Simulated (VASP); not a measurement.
# Pb2Se (P4_2/mnm) in VASP: relaxation of cell and atoms with PBE

Aim: the relaxation of cell and atoms of Pb2Se with PBE.

Everything below comes from runs of VASP 6.6.1. Logs are shortened: lines on timing, memory, paths and dates and some standing lists are left out, and cuts for length are marked.

### Step 1. The cell of the first run

It takes space group P4_2/mnm (No. 136, tetragonal). Conventional cell: a = 6.618 Å, b = 6.618 Å, c = 4.263 Å, α = 90.00°, β = 90.00°, γ = 90.00°. Within 3.7 Å of Pb (site symmetry m2m) lie 3 Se at 2.80 to 2.86 Å and 1 Pb at 3.63 Å. Se (site symmetry mmm) has 6 Pb at 2.80 to 2.86 Å within 3.7 Å.

### Step 2. Relaxation of cell and atoms, PBE

Input file INCAR:

```
ALGO = Normal
EDIFF = 1E-6
EDIFFG = -0.04
ENCUT = 600
GGA = PE
IBRION = 2
ISIF = 3
ISMEAR = 0
LASPH = True
LCHARG = False
LREAL = False
LWAVE = False
NELM = 80
NSW = 90
PREC = Accurate
SIGMA = 0.1
```

Input file KPOINTS:

```
k-points
0
Gamma
  4 4 4
```

Input file POSCAR:

```
Pb2Se
1.0
    6.6182109778      0.0000000000      0.0000000000
    0.0000000000      6.6182109778      0.0000000000
    0.0000000000      0.0000000000      4.2627963177
Pb Se
4 2
Direct
    0.3060000000      0.3060000000      0.0000000000
    0.1940000000      0.8060000000      0.5000000000
    0.6940000000      0.6940000000      0.0000000000
    0.8060000000      0.1940000000      0.5000000000
    0.0000000000      0.0000000000      0.0000000000
    0.5000000000      0.5000000000      0.5000000000
```

Potentials or basis: VASP PAW PBE potentials, release 64 (Pb_d, Se).

Started as:

```sh
cat potpaw_PBE.64/Pb_d/POTCAR potpaw_PBE.64/Se/POTCAR > POTCAR
mpirun -np 1 vasp_std > vasp.out
```

OUTCAR:

```text
EDIFF = 1E-6
   EDIFFG = -0.04
   ENCUT = 600
   GGA = PE
   IBRION = 2
   ISIF = 3
   ISMEAR = 0
   LASPH = True
   LREAL = False
   NELM = 80
   NSW = 90
   PREC = Accurate

 ion  position               nearest neighbor table
   1  0.306  0.306  0.000-   6 2.80   6 2.80   5 2.86   3 3.63   4 4.01   2 4.01   4 4.01   2 4.01
                             2 4.01   2 4.01   4 4.01   4 4.01
   2  0.194  0.806  0.500-   5 2.80   5 2.80   6 2.86   4 3.63   1 4.01   1 4.01   3 4.01   3 4.01
                             1 4.01   1 4.01   3 4.01   3 4.01
   3  0.694  0.694  0.000-   6 2.80   6 2.80   5 2.86   1 3.63   4 4.01   2 4.01   4 4.01   2 4.01
                             4 4.01   4 4.01   2 4.01   2 4.01
   4  0.806  0.194  0.500-   5 2.80   5 2.80   6 2.86   2 3.63   3 4.01   1 4.01   3 4.01   1 4.01
                             3 4.01   3 4.01   1 4.01   1 4.01
   5  0.000  0.000  0.000-   2 2.80   4 2.80   2 2.80   4 2.80   3 2.86   1 2.86
   6  0.500  0.500  0.500-   1 2.80   3 2.80   1 2.80   3 2.80   2 2.86   4 2.86

  LATTYP: Found a simple tetragonal cell.
 ALAT       =     6.6182109778
 C/A-ratio  =     0.6441010013

  Lattice vectors:

 A1 = (   6.6182109778,   0.0000000000,   0.0000000000)
 A2 = (   0.0000000000,   6.6182109778,   0.0000000000)
 A3 = (   0.0000000000,   0.0000000000,   4.2627963177)

Analysis of symmetry for initial positions (statically):
=====================================================================
 Subroutine PRICEL returns:
 Original cell was already a primitive cell.

 Routine SETGRP: Setting up the symmetry group for a
 simple tetragonal supercell.

 Subroutine GETGRP returns: Found 16 space group operations
 (whereof  8 operations were pure point group operations)
 out of a pool of 16 trial point group operations.

The static configuration has the point symmetry D_2h.
 The point group associated with its full space group is D_4h.

Analysis of symmetry for dynamics (positions and initial velocities):
=====================================================================
 Subroutine PRICEL returns:
 Original cell was already a primitive cell.

 Routine SETGRP: Setting up the symmetry group for a
 simple tetragonal supercell.

 Subroutine GETGRP returns: Found 16 space group operations
 (whereof  8 operations were pure point group operations)
 out of a pool of 16 trial point group operations.

The dynamic configuration has the point symmetry D_2h.
 The point group associated with its full space group is D_4h.

 Subroutine INISYM returns: Found 16 space group operations
 (whereof  8 operations are pure point group operations),
 and found     1 'primitive' translations

----------------------------------------------------------------------------------------

                                     Primitive cell

  volume of cell :     186.7135

  direct lattice vectors                    reciprocal lattice vectors
     6.618210978  0.000000000  0.000000000     0.151098235  0.000000000  0.000000000
     0.000000000  6.618210978  0.000000000     0.000000000  0.151098235  0.000000000
     0.000000000  0.000000000  4.262796318     0.000000000  0.000000000  0.234587798

  length of vectors
     6.618210978  6.618210978  4.262796318     0.151098235  0.151098235  0.234587798

  position of ions in fractional coordinates (direct lattice)
     0.306000000  0.306000000  0.000000000
     0.194000000  0.806000000  0.500000000
     0.694000000  0.694000000  0.000000000
     0.806000000  0.194000000  0.500000000
     0.000000000  0.000000000  0.000000000
     0.500000000  0.500000000  0.500000000

  ion indices of the primitive-cell ions
   primitive index   ion index
                 1           1
                 2           2
                 3           3
                 4           4
                 5           5
                 6           6

----------------------------------------------------------------------------------------

 KPOINTS: k-points

Automatic generation of k-mesh.
 Grid dimensions read from file:
 generate k-points for:    4    4    4

 Generating k-lattice:

  Cartesian coordinates                     Fractional coordinates (reciprocal lattice)
     0.037774559  0.000000000  0.000000000     0.250000000  0.000000000  0.000000000
     0.000000000  0.037774559  0.000000000     0.000000000  0.250000000  0.000000000
     0.000000000  0.000000000  0.058646949     0.000000000  0.000000000  0.250000000

  Length of vectors
     0.037774559  0.037774559  0.058646949

  Shift w.r.t. Gamma in fractional coordinates (k-lattice)
     0.000000000  0.000000000  0.000000000

 Subroutine IBZKPT returns following result:
 ===========================================

 Found     18 irreducible k-points:

 Following reciprocal coordinates:
            Coordinates               Weight
  0.000000  0.000000  0.000000      1.000000
  0.250000  0.000000  0.000000      4.000000
  0.500000  0.000000  0.000000      2.000000
  0.250000  0.250000  0.000000      4.000000
  0.500000  0.250000  0.000000      4.000000
  0.500000  0.500000  0.000000      1.000000
[... 10 lines left out ...]
  0.500000  0.250000  0.500000      4.000000
  0.500000  0.500000  0.500000      1.000000
   k-points           NKPTS =     18   k-points in BZ     NKDIM =     18   number of bands    NBANDS=     40
   number of dos      NEDOS =    301   number of ions     NIONS =      6
   total plane-waves  NPLWV = 104976
   dimension x,y,z NGX =    54 NGY =   54 NGZ =   36
   dimension x,y,z NGXF=   108 NGYF=  108 NGZF=   72
   ions per type =               4   2
   NGX,Y,Z   is equivalent  to a cutoff of  13.56, 13.56, 14.04 a.u.
   NGXF,Y,Z  is equivalent  to a cutoff of  27.13, 27.13, 28.08 a.u.
 SYSTEM =  unknown system
   PREC   = accura    normal or accurate (medium, high low for compatibility)
   ISTART =      0    job   : 0-new  1-cont  2-samecut
   ICHARG =      2    charge: 1-file 2-atom 10-const
   ISPIN  =      1    spin polarized calculation?
   LNONCOLLINEAR =      F non collinear calculations
   LSORBIT =      F    spin-orbit coupling
   LASPH  =      T    aspherical Exc in radial PAW
   ENCUT  =  600.0 eV  44.10 Ry    6.64 a.u.  13.22 13.22  8.51*2*pi/ulx,y,z
   NELM   =     80;   NELMIN=  2; NELMDL= -5     # of ELM steps
   EDIFF  = 0.1E-05   stopping-criterion for ELM
   LREAL  =      F    real-space projection
   EDIFFG = -.4E-01   stopping-criterion for IOM
   NSW    =     90    number of steps for IOM
   IBRION =      2    ionic relax: 0-MD 1-quasi-New 2-CG
   NFREE  =      1    steps in history (QN), initial steepest desc. (CG)
   ISIF   =      3    stress and relaxation
   ISYM   =      2    0-nonsym 1-usesym 2-fastsym
   POTIM  = 0.5000    time-step for ionic-motion
   TEBEG  =    0.0;   TEEND  =   0.0 temperature during run
   PSTRESS=    0.0 pullay stress
   NELECT =      68.0000    total number of electrons
   NUPDOWN=      -1.0000    fix difference up-down
   EMIN   =  10.00;   EMAX   =-10.00  energy-range for DOS
   EFERMI =   0.00;   METHOD = LEGACY
   ISMEAR =     0;   SIGMA  =   0.10  broadening in eV -4-tet -1-fermi 0-gaus
   EFERMI_NEDOS =   21; number of points for ismear=-14 and -15
   IALGO  =     38    algorithm
   IMIX   =      4    mixing-type and parameters
     AMIX     =   0.40;   BMIX     =  1.00
     AMIX_MAG =   1.60;   BMIX_MAG =  1.00
  volume/ion in A,a.u.               =      31.12       210.00
  Fermi-wavevector in a.u.,A,eV,Ry     =   1.169102  2.209283 18.596447  1.366800
  Thomas-Fermi vector in A             =   2.305580
   LORBIT       =      0    0 simple, 1 ext, 2 COOP (PROOUT), +10 PAW based schemes
   GGA     = PE    functional components
   LHFCALC =     F    Hartree Fock is set to
   AEXX    =    0.0000 exact exchange contribution
   IVDW    =     0    specifies the selected vdW correction
   LEPSILON=     F    determine dielectric tensor
   LRPA    =     F    only Hartree local field effects (RPA)
 conjugate gradient relaxation of ions
 non-spin polarized calculation
 Gauss-broadening in eV      SIGMA  =   0.10
  energy-cutoff  :      600.00
  volume of cell :      186.71
 maximum number of plane-waves:      6273
 NGX is ok and might be reduce to    54
   NGX = 27   NGY = 27   NGZ = 17

--------------------------------------- Ionic step        1  -------------------------------------------

 number of electron      67.9999992 magnetization

 Free energy of the ion-electron system (eV)
  ---------------------------------------------------
  ext. energy  EPLUGINS =         0.00000000
  ---------------------------------------------------
  free energy    TOTEN  =       -20.12923106 eV

  energy without entropy =      -20.11256802  energy(sigma->0) =      -20.12089954

 E-fermi :   5.7648     XC(G=0):  -9.3769

 val. band max:        5.7585111064   @ k =   0.2500   0.0000   0.5000
 cond. band min:       5.7991417003   @ k =   0.0000   0.0000   0.5000
 fundamental gap:      0.0406305939
 Fermi energy:         5.7648344728

 k-point     1 :       0.0000    0.0000    0.0000
  band No.  band energies     occupation
      1     -11.7368      2.00000
      2     -11.6951      2.00000
      3     -11.6807      2.00000
      4     -11.5661      2.00000
      5     -11.5661      2.00000
      6     -11.5642      2.00000
[... 876 lines left out ...]
  FREE ENERGIE OF THE ION-ELECTRON SYSTEM (eV)
  ---------------------------------------------------
  free  energy   TOTEN  =       -21.0734380814 eV

  energy  without entropy=      -21.0533361478  energy(sigma->0) =      -21.06338711

[... ionic steps 4 to 22 ...]

--------------------------------------- Ionic step       23  -------------------------------------------

 number of electron      68.0000008 magnetization

------------------------ aborting loop because EDIFF is reached ----------------------------------------

  FORCE on cell =-STRESS in cart. coord.  units (eV):
  Direction    XX          YY          ZZ          XY          YZ          ZX
  --------------------------------------------------------------------------------------
  -------------------------------------------------------------------------------------
  Total        0.3003562      0.3003562     -0.1120545     -0.0000000      0.0000000      0.0000000
  in kB        2.2035122      2.2035122     -0.8220690     -0.0000000      0.0000000      0.0000000
  external PRESSURE =       1.1949851 kB  Pullay stress =       0.0000000 kB
[... 65 lines left out ...]
  energy  without entropy=      -21.2341890204  energy(sigma->0) =      -21.24424046

--------------------------------------- Ionic step       25  -------------------------------------------

 number of electron      68.0000004 magnetization

 Free energy of the ion-electron system (eV)
  ---------------------------------------------------
  ext. energy  EPLUGINS =         0.00000000
  ---------------------------------------------------
  free energy    TOTEN  =       -21.25696787 eV

  energy without entropy =      -21.23683282  energy(sigma->0) =      -21.24690035

 E-fermi :   4.3941     XC(G=0):  -8.7095

 val. band max:        4.3455175309   @ k =   0.2500   0.0000   0.2500
 cond. band min:       4.4138151498   @ k =   0.5000   0.5000   0.0000
 fundamental gap:      0.0682976189
 Fermi energy:         4.3940799921

 k-point     1 :       0.0000    0.0000    0.0000
  band No.  band energies     occupation
      1     -13.0996      2.00000
      2     -13.0732      2.00000
      3     -13.0478      2.00000
      4     -13.0478      2.00000
      5     -13.0394      2.00000
      6     -13.0328      2.00000
[... 796 lines left out ...]
  FREE ENERGIE OF THE ION-ELECTRON SYSTEM (eV)
  ---------------------------------------------------
  free  energy   TOTEN  =       -21.2569678697 eV

  energy  without entropy=      -21.2368328242  energy(sigma->0) =      -21.24690035

 reached required accuracy - stopping structural energy minimisation
```

Wall time 26 min (1 thread of Intel Xeon 6975P-C (Granite Rapids), shared host); peak memory 0.4 GiB.

Results:

| Property | Result |
| --- | --- |
| Free energy | -21.2570 eV |
| Relaxed volume | 36.43 Å³/atom |
| Relaxed cell | a = 7.382 Å, b = 7.382 Å, c = 4.011 Å, α = 90.00°, β = 90.00°, γ = 90.00° |
| Space group after relaxing (to 0.05 Å) | P4_2/mnm (No. 136) |
| Energy gained by relaxing | 188.0 meV/atom |
| Ionic steps | 25 |
| Pressure after relaxing | 0.0 GPa |
| Largest force after relaxing | 0.007 eV/Å |
| Band gap on the k mesh | zero (band 34 reaches 4.92 eV, above the bottom of band 35 at 3.94 eV) |

Forces on the atoms (eV/Å):
```
Pb   0.005  0.005  0.000
Pb  -0.005  0.005  0.000
Pb  -0.005 -0.005  0.000
Pb   0.005 -0.005  0.000
Se   0.000  0.000  0.000
Se   0.000  0.000  0.000
```

The path:
```tsv
step	energy change (eV)	largest force (eV/Å)	pressure (GPa)	volume (Å³)
1	0.0000	0.7275	9.07	186.71
2	-0.8597	0.1304	-1.83	238.42
3	-0.9442	0.2226	-0.03	223.85
4	-0.9442	0.2151	-0.15	224.64
5	-0.9527	0.1790	-0.11	224.19
6	-0.9676	0.1003	0.01	223.03
7	-0.9703	0.0427	0.35	220.74
8	-0.9735	0.0256	0.18	221.76
9	-0.9836	0.0265	0.04	222.69
10	-1.0134	0.0106	-0.40	225.41
11	-1.0310	0.1466	-1.21	230.53
12	-1.0324	0.1050	-0.95	228.91
13	-1.0359	0.1110	-0.96	228.83
14	-1.0458	0.1286	-0.97	228.57
15	-1.0612	0.1665	-0.98	227.99
16	-1.0654	0.2450	-1.00	226.56
17	-1.0680	0.2049	-0.99	227.33
18	-1.0802	0.1999	-0.79	225.66
19	-1.1034	0.1800	-0.13	220.68
20	-1.0815	0.1179	1.44	210.93
21	-1.1068	0.1680	0.24	218.11
22	-1.1124	0.1427	0.22	218.19
23	-1.1237	0.0769	0.12	218.39
24	-1.1251	0.0456	0.01	218.72
25	-1.1277	0.0066	0.04	218.59
```

Final structure:
```cif
data_structure
_symmetry_space_group_name_H-M 'P 1'
_symmetry_Int_Tables_number 1
_cell_length_a 7.3822
_cell_length_b 7.3822
_cell_length_c 4.0110
_cell_angle_alpha 90.000
_cell_angle_beta 90.000
_cell_angle_gamma 90.000
_cell_volume 218.59
loop_
_atom_site_label
_atom_site_type_symbol
_atom_site_fract_x
_atom_site_fract_y
_atom_site_fract_z
_atom_site_occupancy
Pb1 Pb 0.28448 0.28448 0.00000 1
Pb2 Pb 0.21552 0.78448 0.50000 1
Pb3 Pb 0.71552 0.71552 0.00000 1
Pb4 Pb 0.78448 0.21552 0.50000 1
Se1 Se 0.00000 0.00000 0.00000 1
Se2 Se 0.50000 0.50000 0.50000 1
```

Caveat: the k points lie up to 0.39 Å⁻¹ apart in the final cell; the volume moved by over 15 % at a fixed basis, so the end points are rough; spin-orbit coupling is left out, which moves the levels of the heavy elements.
